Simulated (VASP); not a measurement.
Be:

```
Be
1.0
    -0.01256    3.17530    3.23778
     3.19435    0.04629    3.17893
     3.19912    3.12122    0.04152
Be
8
Direct
  0.99860 0.97026 0.97793
  0.99520 0.98554 0.51051
  0.99926 0.51696 0.02784
  0.99736 0.45785 0.54015
  0.50996 0.99210 0.01291
  0.46772 0.03348 0.48362
  0.54064 0.51573 0.92959
  0.49127 0.52808 0.51746
```

```yaml
Program: VASP 6.6.1
Task: relaxation of cell and atoms
Functional: PBE
Potentials_or_basis: VASP PAW PBE potentials, release 64 (Be)
Cutoff: 600 eV
k_mesh: 6 × 6 × 6
Occupations: gaussian, width 0.1 eV
Spin: no spin polarisation
```

At the start: pressure 4.6 GPa; volume 7.97 Å³/atom.

Task: Where does the relaxation end?

Result: Over 10 steps the energy falls by 158.4 meV/atom and the volume is 7.89 Å³/atom (-1.1 %); space group Fm-3m (No. 225, to 0.05 Å).

Step by step:
```csv
step,energy change (eV),largest force (eV/Å),pressure (GPa),volume (Å³)
1,0.0000,3.1589,4.60,63.80
2,-0.9678,0.9700,-3.99,65.92
3,-1.0744,0.5359,-6.39,67.02
4,-1.2217,0.3828,-1.18,63.82
5,-1.2328,0.3759,0.87,62.76
6,-1.2594,0.1821,0.47,62.91
7,-1.2652,0.0797,0.24,63.01
8,-1.2671,0.0289,-0.07,63.17
9,-1.2673,0.0154,-0.20,63.24
10,-1.2674,0.0063,0.03,63.12
```

Final structure:
```
CELL_PARAMETERS angstrom
-0.00006 3.15926 3.16037
3.16068 -0.00031 3.16002
3.16025 3.16008 0.00018
ATOMIC_POSITIONS crystal
Be 0.00000 0.99999 0.00006
Be 0.00003 0.99993 0.49990
Be 0.00004 0.49995 0.00010
Be 0.99997 0.49994 0.50014
Be 0.50006 0.99993 0.99998
Be 0.49988 0.00018 0.49992
Be 0.50005 0.50008 0.99996
Be 0.49998 0.50000 0.49993
```
